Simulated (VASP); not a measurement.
# TePb in VASP: settings compared

Aim: see how the results for TePb move with the level of theory and the settings. Levels: PBE, r2SCAN. Tasks: single point.

Everything below comes from runs of VASP 6.6.1. Logs are shortened: lines on timing, memory, paths and dates and some standing lists are left out, and cuts for length are marked.

## 1. The cell of the first run

It takes space group Fm-3m (No. 225, cubic). Conventional cell: a = 6.634 Å, b = 6.634 Å, c = 6.634 Å, α = 90.00°, β = 90.00°, γ = 90.00°. Within 4.4 Å of Pb (site symmetry m-3m) lie 6 Te at 3.32 Å. Te (site symmetry m-3m) has 6 Pb at 3.32 Å within 4.4 Å.

## 2. Single point, PBE (strain +1.5%)

The input, INCAR:

```
PREC     = Accurate       # precision mode
ENCUT    = 520            # plane-wave cutoff, eV
EDIFF    = 1E-7           # SCF threshold, eV
ISMEAR   = -1             # smearing method
SIGMA    = 0.02           # smearing width, eV
LREAL    = F              # projectors in reciprocal space
LASPH    = T              # aspherical terms in the spheres
NELM     = 80             # most SCF steps
ALGO     = Normal         # electronic algorithm
ISIF     = 2              # what is computed and relaxed
LWAVE    = F              # write WAVECAR
LCHARG   = F              # write CHGCAR
GGA      = PE             # functional
NBANDS   = 17             # bands
```

The input, KPOINTS:

```
Automatic mesh
0
Gamma
  8 8 8
```

The input, POSCAR:

```
TePb
1.0
    0.0000000000      3.3168548626      3.3168548626
    3.3168548626      0.0000000000      3.3168548626
    3.3168548626      3.3168548626      0.0000000000
Pb Te
1 1
Direct
    0.0000000000      0.0000000000      0.0000000000
    0.5000000000      0.5000000000      0.5000000000
```

Potentials or basis: VASP PAW PBE potentials, release 64 (Pb_d, Te).

Started as:

```sh
$ cat potpaw_PBE.64/Pb_d/POTCAR potpaw_PBE.64/Te/POTCAR > POTCAR
$ mpirun -np 1 vasp_std > vasp.out
```

OUTCAR:

```text
PREC = Accurate
   ENCUT = 520
   EDIFF = 1E-7
   ISMEAR = -1
   LREAL = F
   LASPH = T
   NELM = 80
   ISIF = 2
   GGA = PE

 ion  position               nearest neighbor table
   1  0.000  0.000  0.000-   2 3.32   2 3.32   2 3.32   2 3.32   2 3.32   2 3.32
   2  0.500  0.500  0.500-   1 3.32   1 3.32   1 3.32   1 3.32   1 3.32   1 3.32

  LATTYP: Found a face centered cubic cell.
 ALAT       =     6.6337097252

  Lattice vectors:

 A1 = (   0.0000000000,   3.3168548626,   3.3168548626)
 A2 = (   3.3168548626,   0.0000000000,   3.3168548626)
 A3 = (   3.3168548626,   3.3168548626,   0.0000000000)

Analysis of symmetry for initial positions (statically):
=====================================================================
 Subroutine PRICEL returns:
 Original cell was already a primitive cell.

 Routine SETGRP: Setting up the symmetry group for a
 face centered cubic supercell.

 Subroutine GETGRP returns: Found 48 space group operations
 (whereof 48 operations were pure point group operations)
 out of a pool of 48 trial point group operations.

The static configuration has the point symmetry O_h .

Analysis of symmetry for dynamics (positions and initial velocities):
=====================================================================
 Subroutine PRICEL returns:
 Original cell was already a primitive cell.

 Routine SETGRP: Setting up the symmetry group for a
 face centered cubic supercell.

 Subroutine GETGRP returns: Found 48 space group operations
 (whereof 48 operations were pure point group operations)
 out of a pool of 48 trial point group operations.

The dynamic configuration has the point symmetry O_h .

 Subroutine INISYM returns: Found 48 space group operations
 (whereof 48 operations are pure point group operations),
 and found     1 'primitive' translations

----------------------------------------------------------------------------------------

                                     Primitive cell

  volume of cell :      72.9809

  direct lattice vectors                    reciprocal lattice vectors
     0.000000000  3.316854863  3.316854863    -0.150745215  0.150745215  0.150745215
     3.316854863  0.000000000  3.316854863     0.150745215 -0.150745215  0.150745215
     3.316854863  3.316854863  0.000000000     0.150745215  0.150745215 -0.150745215

  length of vectors
     4.690741131  4.690741131  4.690741131     0.261098372  0.261098372  0.261098372

  position of ions in fractional coordinates (direct lattice)
     0.000000000  0.000000000  0.000000000
     0.500000000  0.500000000  0.500000000

  ion indices of the primitive-cell ions
   primitive index   ion index
                 1           1
                 2           2

----------------------------------------------------------------------------------------

 KPOINTS: Automatic mesh

Automatic generation of k-mesh.
 Grid dimensions read from file:
 generate k-points for:    8    8    8

 Generating k-lattice:

  Cartesian coordinates                     Fractional coordinates (reciprocal lattice)
    -0.018843152  0.018843152  0.018843152     0.125000000  0.000000000  0.000000000
     0.018843152 -0.018843152  0.018843152     0.000000000  0.125000000  0.000000000
     0.018843152  0.018843152 -0.018843152     0.000000000  0.000000000  0.125000000

  Length of vectors
     0.032637296  0.032637296  0.032637296

  Shift w.r.t. Gamma in fractional coordinates (k-lattice)
     0.000000000  0.000000000  0.000000000

 Subroutine IBZKPT returns following result:
 ===========================================

 Found     29 irreducible k-points:

 Following reciprocal coordinates:
            Coordinates               Weight
  0.000000  0.000000  0.000000      1.000000
  0.125000  0.000000  0.000000      8.000000
  0.250000  0.000000  0.000000      8.000000
  0.375000  0.000000  0.000000      8.000000
  0.500000  0.000000  0.000000      4.000000
  0.125000  0.125000  0.000000      6.000000
[... 16 lines left out ...]
  0.500000  0.250000  0.125000     48.000000
 -0.375000  0.250000  0.125000     24.000000
 [... further k-points ...]
   k-points           NKPTS =     29   k-points in BZ     NKDIM =     29   number of bands    NBANDS=     17
   number of dos      NEDOS =    301   number of ions     NIONS =      2
   total plane-waves  NPLWV =  46656
   dimension x,y,z NGX =    36 NGY =   36 NGZ =   36
   dimension x,y,z NGXF=    72 NGYF=   72 NGZF=   72
   ions per type =               1   1
   NGX,Y,Z   is equivalent  to a cutoff of  12.76, 12.76, 12.76 a.u.
   NGXF,Y,Z  is equivalent  to a cutoff of  25.52, 25.52, 25.52 a.u.
 SYSTEM =  unknown system
   PREC   = accura    normal or accurate (medium, high low for compatibility)
   ISTART =      0    job   : 0-new  1-cont  2-samecut
   ICHARG =      2    charge: 1-file 2-atom 10-const
   ISPIN  =      1    spin polarized calculation?
   LNONCOLLINEAR =      F non collinear calculations
   LSORBIT =      F    spin-orbit coupling
   LASPH  =      T    aspherical Exc in radial PAW
   ENCUT  =  520.0 eV  38.22 Ry    6.18 a.u.   8.72  8.72  8.72*2*pi/ulx,y,z
   NELM   =     80;   NELMIN=  2; NELMDL= -5     # of ELM steps
   EDIFF  = 0.1E-06   stopping-criterion for ELM
   LREAL  =      F    real-space projection
   EDIFFG = 0.1E-05   stopping-criterion for IOM
   NSW    =      0    number of steps for IOM
   IBRION =     -1    ionic relax: 0-MD 1-quasi-New 2-CG
   NFREE  =      0    steps in history (QN), initial steepest desc. (CG)
   ISIF   =      2    stress and relaxation
   ISYM   =      2    0-nonsym 1-usesym 2-fastsym
   POTIM  = 0.5000    time-step for ionic-motion
   TEBEG  =    0.0;   TEEND  =   0.0 temperature during run
   PSTRESS=    0.0 pullay stress
   NELECT =      20.0000    total number of electrons
   NUPDOWN=      -1.0000    fix difference up-down
   EMIN   =  10.00;   EMAX   =-10.00  energy-range for DOS
   EFERMI =   0.00;   METHOD = LEGACY
   ISMEAR =    -1;   SIGMA  =   0.02  broadening in eV -4-tet -1-fermi 0-gaus
   EFERMI_NEDOS =   21; number of points for ismear=-14 and -15
   IALGO  =     38    algorithm
   IMIX   =      4    mixing-type and parameters
     AMIX     =   0.40;   BMIX     =  1.00
     AMIX_MAG =   1.60;   BMIX_MAG =  1.00
  volume/ion in A,a.u.               =      36.49       246.25
  Fermi-wavevector in a.u.,A,eV,Ry     =   1.063363  2.009465 15.384674  1.130742
  Thomas-Fermi vector in A             =   2.198846
   LORBIT       =      0    0 simple, 1 ext, 2 COOP (PROOUT), +10 PAW based schemes
   GGA     = PE    functional components
   LHFCALC =     F    Hartree Fock is set to
   AEXX    =    0.0000 exact exchange contribution
   IVDW    =     0    specifies the selected vdW correction
   LEPSILON=     F    determine dielectric tensor
   LRPA    =     F    only Hartree local field effects (RPA)
 non-spin polarized calculation
  energy-cutoff  :      520.00
  volume of cell :       72.98
 maximum number of plane-waves:      1989
   NGX = 17   NGY = 17   NGZ = 17

 number of electron      19.9999997 magnetization

 Free energy of the ion-electron system (eV)
  ---------------------------------------------------
  ext. energy  EPLUGINS =         0.00000000
  ---------------------------------------------------
  free energy    TOTEN  =        -7.51586236 eV

  energy without entropy =       -7.51586236  energy(sigma->0) =       -7.51586236

 E-fermi :   5.1124     XC(G=0):  -8.9504

 val. band max:        4.6405357307   @ k =   0.5000   0.0000   0.0000
 cond. band min:       5.5225290630   @ k =   0.5000   0.0000   0.0000
 fundamental gap:      0.8819933323
 Fermi energy:         5.1124460560

 k-point     1 :       0.0000    0.0000    0.0000
  band No.  band energies     occupation
      1     -11.9668      2.00000
      2     -11.9668      2.00000
      3     -11.9630      2.00000
      4     -11.9630      2.00000
      5     -11.9630      2.00000
      6      -6.7499      2.00000
[... 9 lines left out ...]
     16      10.6187      0.00000
     17      11.9356      0.00000

 k-point     2 :       0.1250    0.0000    0.0000
  band No.  band energies     occupation
      1     -11.9680      2.00000
      2     -11.9680      2.00000
      3     -11.9626      2.00000
      4     -11.9613      2.00000
      5     -11.9613      2.00000
      6      -6.6307      2.00000
[... 9 lines left out ...]
     16      10.8925      0.00000
     17      12.8564      0.00000

 k-point     3 :       0.2500    0.0000    0.0000
  band No.  band energies     occupation
      1     -11.9716      2.00000
      2     -11.9716      2.00000
      3     -11.9618      2.00000
      4     -11.9568      2.00000
      5     -11.9568      2.00000
      6      -6.2902      2.00000
[... 9 lines left out ...]
     16      11.6480      0.00000
     17      14.5752      0.00000

 k-point     4 :       0.3750    0.0000    0.0000
  band No.  band energies     occupation
      1     -11.9753      2.00000
      2     -11.9753      2.00000
      3     -11.9610      2.00000
      4     -11.9522      2.00000
      5     -11.9522      2.00000
      6      -5.8108      2.00000
[... 9 lines left out ...]
     16      12.8097      0.00000
     17      15.0230      0.00000
[... 343 lines left out ...]
      1     -11.9809      2.00000
      2     -11.9674      2.00000
      3     -11.9636      2.00000
      4     -11.9542      2.00000
      5     -11.9530      2.00000
      6      -6.0166      2.00000
[... 9 lines left out ...]
     16      13.1701      0.00000
     17      13.6097      0.00000

 k-point    23 :       0.5000    0.2500    0.1250
  band No.  band energies     occupation
      1     -11.9844      2.00000
      2     -11.9702      2.00000
      3     -11.9608      2.00000
      4     -11.9529      2.00000
      5     -11.9502      2.00000
      6      -5.6012      2.00000
[... 9 lines left out ...]
     16      13.5235      0.00000
     17      14.5064      0.00000

 k-point    24 :      -0.3750    0.2500    0.1250
  band No.  band energies     occupation
      1     -11.9855      2.00000
      2     -11.9718      2.00000
      3     -11.9581      2.00000
      4     -11.9543      2.00000
      5     -11.9486      2.00000
      6      -5.3641      2.00000
[... 9 lines left out ...]
     16      14.4091      0.00000
     17      14.6668      0.00000

 [... further k-points ...]

------------------------ aborting loop because EDIFF is reached ----------------------------------------

  FORCE on cell =-STRESS in cart. coord.  units (eV):
  Direction    XX          YY          ZZ          XY          YZ          ZX
  --------------------------------------------------------------------------------------
  -------------------------------------------------------------------------------------
  Total       -0.4962116     -0.4962116     -0.4962116     -0.0000000      0.0000000      0.0000000
  in kB      -10.8935175    -10.8935175    -10.8935175     -0.0000000      0.0000000      0.0000000
  external PRESSURE =     -10.8935175 kB  Pullay stress =       0.0000000 kB

 VOLUME and BASIS-vectors are now :
 -----------------------------------------------------------------------------
  energy-cutoff  :      520.00
  volume of cell :       72.98
      direct lattice vectors                 reciprocal lattice vectors
     0.000000000  3.316854863  3.316854863    -0.150745215  0.150745215  0.150745215
     3.316854863  0.000000000  3.316854863     0.150745215 -0.150745215  0.150745215
     3.316854863  3.316854863  0.000000000     0.150745215  0.150745215 -0.150745215

 POSITION                                       TOTAL-FORCE (eV/Angst)
 -----------------------------------------------------------------------------------
      0.00000      0.00000      0.00000        -0.000000      0.000000     -0.000000
      3.31685      3.31685      3.31685         0.000000     -0.000000      0.000000
 -----------------------------------------------------------------------------------
    total drift:                               -0.000000      0.000000      0.000000

  FREE ENERGIE OF THE ION-ELECTRON SYSTEM (eV)
  ---------------------------------------------------
  free  energy   TOTEN  =        -7.5158623605 eV

  energy  without entropy=       -7.5158623605  energy(sigma->0) =       -7.51586236
```

It took 16 s on 1 thread of Intel Xeon 6975P-C (Granite Rapids), shared host; peak memory 0.21 GiB.

What came out:

| Item | Value |
| --- | --- |
| Free energy | -7.5159 eV |
| Pressure | -1.1 GPa |
| Band gap on the k mesh | 0.88 eV, direct |

Levels at points of the mesh, in eV from the valence-band top:
| k point | band 8 | band 9 | band 10 | band 11 | band 12 | band 13 |
| --- | --- | --- | --- | --- | --- | --- |
| (0.00, 0.00, 0.00) | -1.05 | -1.05 | -1.05 | 3.99 | 3.99 | 3.99 |
| (0.50, 0.00, 0.00) | -0.64 | -0.64 | 0.00 | 0.88 | 1.46 | 1.46 |
| (0.50, 0.50, 0.00) | -3.89 | -2.35 | -2.35 | 3.63 | 5.20 | 5.20 |

Caveat: the cell differs from its parent crystal (strain +1.5%); spin-orbit coupling is left out, which moves the levels of the heavy elements.

## 3. Single point, r2SCAN

This run uses another cell than the first one, of 34.90 Å³/atom, 0.956 times its volume.

The input, POSCAR:

```
TePb
1.0
    0.0000000000      3.2678373030      3.2678373030
    3.2678373030      0.0000000000      3.2678373030
    3.2678373030      3.2678373030      0.0000000000
Pb Te
1 1
Direct
    0.0000000000      0.0000000000      0.0000000000
    0.5000000000      0.5000000000      0.5000000000
```

The input, INCAR.step1:

```
SYSTEM = TePb
PREC = Accurate
ENCUT = 520
ISMEAR = 0
SIGMA = 0.01
LREAL = .FALSE.
LASPH = .TRUE.
NELM = 60
NBANDS = 17
GGA = PE
ALGO = Normal
EDIFF = 1E-4
LWAVE = .TRUE.
LCHARG = .FALSE.
```

The input, INCAR.step2:

```
SYSTEM = TePb
PREC = Accurate
ENCUT = 520
EDIFF = 1E-7
ISMEAR = 0
SIGMA = 0.01
LREAL = .FALSE.
LASPH = .TRUE.
NELM = 60
ALGO = Normal
ISIF = 2
LWAVE = .FALSE.
LCHARG = .FALSE.
METAGGA = R2SCAN
LMIXTAU = .TRUE.
NBANDS = 17
ISTART = 1
```

The input, KPOINTS:

```
Automatic mesh
0
G
  8 8 8
  0 0 0
```

Potentials or basis: VASP PAW PBE potentials, release 64 (Pb_d, Te).

Started as:

```sh
$ cat potpaw_PBE.64/Pb_d/POTCAR potpaw_PBE.64/Te/POTCAR > POTCAR
$ cp INCAR.step1 INCAR
$ mpirun -np 1 vasp_std > vasp.out
$ cp INCAR.step2 INCAR
$ mpirun -np 1 vasp_std > vasp.out
```

OUTCAR:

```text
SYSTEM = TePb
   PREC = Accurate
   ENCUT = 520
   EDIFF = 1E-7
   ISMEAR = 0
   LREAL = .FALSE.
   LASPH = .TRUE.
   NELM = 60
   ISIF = 2
   METAGGA = R2SCAN
   ISTART = 1

 ion  position               nearest neighbor table
   1  0.000  0.000  0.000-   2 3.27   2 3.27   2 3.27   2 3.27   2 3.27   2 3.27
   2  0.500  0.500  0.500-   1 3.27   1 3.27   1 3.27   1 3.27   1 3.27   1 3.27

  LATTYP: Found a face centered cubic cell.
 ALAT       =     6.5356746060

  Lattice vectors:

[... 669 lines left out ...]

  FORCE on cell =-STRESS in cart. coord.  units (eV):
  Direction    XX          YY          ZZ          XY          YZ          ZX
  --------------------------------------------------------------------------------------
  -------------------------------------------------------------------------------------
  Total       -0.0111352     -0.0111352     -0.0111352     -0.0000000     -0.0000000     -0.0000000
  in kB       -0.2556212     -0.2556212     -0.2556212     -0.0000000     -0.0000000     -0.0000000
  external PRESSURE =      -0.2556212 kB  Pullay stress =       0.0000000 kB

 VOLUME and BASIS-vectors are now :
 -----------------------------------------------------------------------------
  energy-cutoff  :      520.00
  volume of cell :       69.79
      direct lattice vectors                 reciprocal lattice vectors
     0.000000000  3.267837303  3.267837303    -0.153006393  0.153006393  0.153006393
     3.267837303  0.000000000  3.267837303     0.153006393 -0.153006393  0.153006393
     3.267837303  3.267837303  0.000000000     0.153006393  0.153006393 -0.153006393

 POSITION                                       TOTAL-FORCE (eV/Angst)
 -----------------------------------------------------------------------------------
      0.00000      0.00000      0.00000         0.000000      0.000000      0.000000
      3.26784      3.26784      3.26784        -0.000000     -0.000000     -0.000000
 -----------------------------------------------------------------------------------
    total drift:                               -0.000000      0.000000      0.000000

  FREE ENERGIE OF THE ION-ELECTRON SYSTEM (eV)
  ---------------------------------------------------
  free  energy   TOTEN  =       -82.7061158698 eV

  energy  without entropy=      -82.7061158698  energy(sigma->0) =      -82.70611587
```

OSZICAR.step1:

```text
N       E                     dE             d eps       ncg     rms          rms(c)
DAV:   1     0.150554201183E+03    0.15055E+03   -0.90872E+03   986   0.113E+03
DAV:   2     0.249639267003E+01   -0.14806E+03   -0.14333E+03  1047   0.288E+02
DAV:   3    -0.738754766782E+01   -0.98839E+01   -0.98329E+01  1249   0.824E+01
DAV:   4    -0.764834074631E+01   -0.26079E+00   -0.26067E+00  1254   0.150E+01
DAV:   5    -0.765792423378E+01   -0.95835E-02   -0.95832E-02  1409   0.255E+00    0.308E+00
DAV:   6    -0.752238547936E+01    0.13554E+00   -0.30374E-01  1420   0.372E+00    0.189E+00
DAV:   7    -0.751882816684E+01    0.35573E-02   -0.87336E-02  1221   0.139E+00    0.905E-01
DAV:   8    -0.752106966566E+01   -0.22415E-02   -0.10364E-02  1178   0.102E+00    0.149E-01
DAV:   9    -0.752086991689E+01    0.19975E-03   -0.15121E-03  1398   0.400E-01    0.645E-02
DAV:  10    -0.752091399159E+01   -0.44075E-04   -0.16477E-04  1028   0.923E-02
   1 F= -.75209140E+01 E0= -.75209140E+01  d E =-.720762E-37
```

It took 62 s on 1 thread of Intel Xeon 6975P-C (Granite Rapids), shared host; peak memory 0.23 GiB.

What came out:

```
Free energy            : -82.7061 eV
Pressure               : 0.0 GPa
Band gap on the k mesh : 1.09 eV, direct
```

Levels at points of the mesh, in eV from the valence-band top:
```csv
k point,band 7,band 8,band 9,band 10,band 11,band 12,band 13,band 14
"(0.00, 0.00, 0.00)",-5.72,-1.35,-1.35,-1.35,4.32,4.32,4.32,6.27
"(0.50, 0.00, 0.00)",-8.71,-0.90,-0.90,0.00,1.09,1.51,1.51,8.91
"(0.50, 0.50, 0.00)",-7.44,-4.41,-2.76,-2.76,3.74,5.71,5.71,6.97
```

Caveat: the PAW data sets were made with another functional, which shifts forces and pressure a little; spin-orbit coupling is left out, which moves the levels of the heavy elements. A k mesh can miss the band edges.

(Part 1 of 2 ends here.)
